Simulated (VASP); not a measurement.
# Ti2Co (Fd-3m) in VASP: a series of runs, part 2 of 2

VASP 6.6.1.

## Step 4: Single point, r2SCAN, collinear spin, antiferromagnetic start

This run uses another cell than the first one, of 14.98 Å³/atom.

Input file POSCAR:

```
Ti2Co
1.0
    0.0000000000      3.5550718046      3.5550718046
    3.5550718046      0.0000000000      3.5550718046
    3.5550718046      3.5550718046      0.0000000000
Ti Co
4 2
Direct
    0.1249994465      0.1249994465      0.1249994465
    0.6250016606      0.1249994465      0.1249994465
    0.1249994465      0.1249994465      0.6250016606
    0.1249994465      0.6250016606      0.1249994465
    0.5000000000      0.5000000000      0.5000000000
    0.7500000000      0.7500000000      0.7500000000
```

Input file INCAR.step1:

```
ALGO = Normal
EDIFF = 1E-4
ENCUT = 520
GGA = PE
ISMEAR = 0
ISPIN = 2
LASPH = T
LCHARG = F
LMAXMIX = 4
LREAL = F
LWAVE = T
MAGMOM = 0 0 0 0 3 -3
NBANDS = 46
NELM = 150
PREC = Accurate
SIGMA = 0.1
```

Input file INCAR.step2:

```
ALGO = Normal
EDIFF = 1E-6
ENCUT = 520
ISIF = 2
ISMEAR = 0
ISPIN = 2
ISTART = 1
LASPH = T
LCHARG = F
LMAXMIX = 4
LMIXTAU = T
LORBIT = 11
LREAL = F
LWAVE = F
MAGMOM = 0 0 0 0 3 -3
METAGGA = R2SCAN
NBANDS = 46
NELM = 150
PREC = Accurate
SIGMA = 0.1
```

Input file KPOINTS:

```
k-points
0
Gamma
  10 10 10
```

Potentials or basis: VASP PAW PBE potentials, release 64 (Ti_sv, Co).

Run with:

```console
$ cat potpaw_PBE.64/Ti_sv/POTCAR potpaw_PBE.64/Co/POTCAR > POTCAR
$ cp INCAR.step1 INCAR
$ mpirun -np 1 vasp_std > vasp.out
$ cp INCAR.step2 INCAR
$ mpirun -np 1 vasp_std > vasp.out
```

OUTCAR:

```text
EDIFF = 1E-6
   ENCUT = 520
   ISIF = 2
   ISMEAR = 0
   ISPIN = 2
   ISTART = 1
   LASPH = T
   LORBIT = 11
   LREAL = F
   METAGGA = R2SCAN
   NELM = 150
   PREC = Accurate

 ion  position               nearest neighbor table
   1  0.125  0.125  0.125-   2 2.51   3 2.51   4 2.51   2 2.51   4 2.51   3 2.51   6 2.95   6 2.95
                             6 2.95   5 2.95   5 2.95   5 2.95
   2  0.625  0.125  0.125-   1 2.51   3 2.51   4 2.51   4 2.51   3 2.51   1 2.51   6 2.95   6 2.95
                             6 2.95   5 2.95   5 2.95   5 2.95
   3  0.125  0.125  0.625-   1 2.51   2 2.51   4 2.51   4 2.51   2 2.51   1 2.51   6 2.95   6 2.95
                             6 2.95   5 2.95   5 2.95   5 2.95
[... 2558 lines left out ...]
      0.88876      0.88876      0.88876         0.000000     -0.000000      0.000000
      0.88876      2.66631      2.66631        -0.000000     -0.000000     -0.000000
      2.66631      2.66631      0.88876        -0.000000      0.000000     -0.000000
      2.66631      0.88876      2.66631         0.000000      0.000000     -0.000000
      3.55507      3.55507      3.55507         0.000000      0.000000      0.000000
      5.33261      5.33261      5.33261         0.000000      0.000000      0.000000
 -----------------------------------------------------------------------------------
    total drift:                               -0.000001     -0.000001     -0.000001

  FREE ENERGIE OF THE ION-ELECTRON SYSTEM (eV)
  ---------------------------------------------------
  free  energy   TOTEN  =       -75.0582100008 eV

  energy  without entropy=      -75.0037081938  energy(sigma->0) =      -75.03095910

 total charge

# of ion       s       p       d       tot
------------------------------------------
    1        2.272   6.122   2.123  10.517
    2        2.272   6.122   2.123  10.517
    3        2.272   6.122   2.123  10.517
    4        2.272   6.122   2.123  10.517
    5        0.429   0.416   7.057   7.902
    6        0.429   0.416   7.057   7.902
--------------------------------------------------
tot          9.947  25.319  22.604  57.870

 magnetization (x)

# of ion       s       p       d       tot
------------------------------------------
    1        0.000   0.000   0.000   0.000
    2        0.000   0.000   0.000   0.000
    3        0.000   0.000   0.000   0.000
    4        0.000   0.000   0.000   0.000
    5        0.018   0.013   1.793   1.824
    6       -0.018  -0.013  -1.793  -1.824
--------------------------------------------------
tot         -0.000   0.000   0.000   0.000
```

OSZICAR.step1:

```text
N       E                     dE             d eps       ncg     rms          rms(c)
DAV:   1     0.825823364613E+03    0.82582E+03   -0.31169E+04  8656   0.185E+03
DAV:   2     0.621221157812E+02   -0.76370E+03   -0.73928E+03  8660   0.531E+02
DAV:   3    -0.344800936455E+02   -0.96602E+02   -0.89154E+02 12180   0.174E+02
DAV:   4    -0.507977240273E+02   -0.16318E+02   -0.15746E+02 13922   0.587E+01
DAV:   5    -0.516813188680E+02   -0.88359E+00   -0.88230E+00 13352   0.137E+01    0.382E+01
DAV:   6    -0.131522419135E+03   -0.79841E+02   -0.32615E+02 11372   0.213E+02    0.110E+02
DAV:   7    -0.623616148883E+02    0.69161E+02   -0.12532E+02 10132   0.674E+01    0.351E+01
DAV:   8    -0.425203607435E+02    0.19841E+02   -0.27443E+01 12236   0.419E+01    0.953E+00
DAV:   9    -0.429688658281E+02   -0.44851E+00   -0.67652E+00 13256   0.139E+01    0.105E+01
DAV:  10    -0.427666933474E+02    0.20217E+00   -0.18709E+00 12146   0.114E+01    0.503E+00
DAV:  11    -0.428020045009E+02   -0.35311E-01   -0.57628E-01 13184   0.776E+00    0.517E+00
DAV:  12    -0.428085215648E+02   -0.65171E-02   -0.56102E-01 12856   0.747E+00    0.435E+00
DAV:  13    -0.427173200619E+02    0.91202E-01   -0.98918E-02 12920   0.333E+00    0.592E-01
DAV:  14    -0.427182535481E+02   -0.93349E-03   -0.14083E-02 12860   0.670E-01    0.550E-01
DAV:  15    -0.427184749086E+02   -0.22136E-03   -0.24333E-03 11310   0.508E-01    0.257E-01
DAV:  16    -0.427193817085E+02   -0.90680E-03   -0.15087E-03 11264   0.346E-01    0.398E-01
DAV:  17    -0.427190131444E+02    0.36856E-03   -0.13640E-03 10934   0.434E-01    0.611E-02
DAV:  18    -0.427190957484E+02   -0.82604E-04   -0.35482E-04  8780   0.151E-01
   1 F= -.42719096E+02 E0= -.42687259E+02  d E =-.636737E-01  mag=     0.0000
```

Run time: 78 min. Hardware: 1 thread of Oxide Virtual Turin-like, shared host; peak memory 0.47 GiB.

Results:

```yaml
Free_energy: -75.0582 eV
Pressure: 0.5 GPa
Band_gap_on_the_k_mesh: zero (filled and empty bands overlap)
Net_moment: 0.00 μB per cell
Site_moments: Ti +0.00; Co +1.82, -1.82 μB
Valence_electrons_inside_the_program's_atomic_spheres: Ti 10.52; Co 7.90
```

Caveat: the PAW data sets were made with another functional, which shifts forces and pressure a little.

## Step 5: Summary

```csv
spin,cell,k mesh,gap on the mesh (eV),pressure (GPa),moment (μB)
"collinear, ferromagnetic start","a = 4.759 Å, angles 60.0°, 6 atoms",6 × 6 × 6,none,21.7,1.02
"collinear, ferromagnetic start","a = 5.041 Å, angles 60.0°, 6 atoms",10 × 10 × 10,none,0.5,4.81
"collinear, antiferromagnetic start","a = 5.028 Å, angles 60.0°, 6 atoms",10 × 10 × 10,none,0.5,0.00
```

Alike in all rows: task single point; level r2SCAN; potentials or basis VASP PAW PBE potentials, release 64 (Ti_sv, Co); cutoff (eV) 520; smearing gaussian 0.1 eV.

Caveats: the PAW data sets were made with another functional, which shifts forces and pressure a little; the cell stands under pressure (at least some runs).

Absolute energies hang on the potentials; compare differences alone.
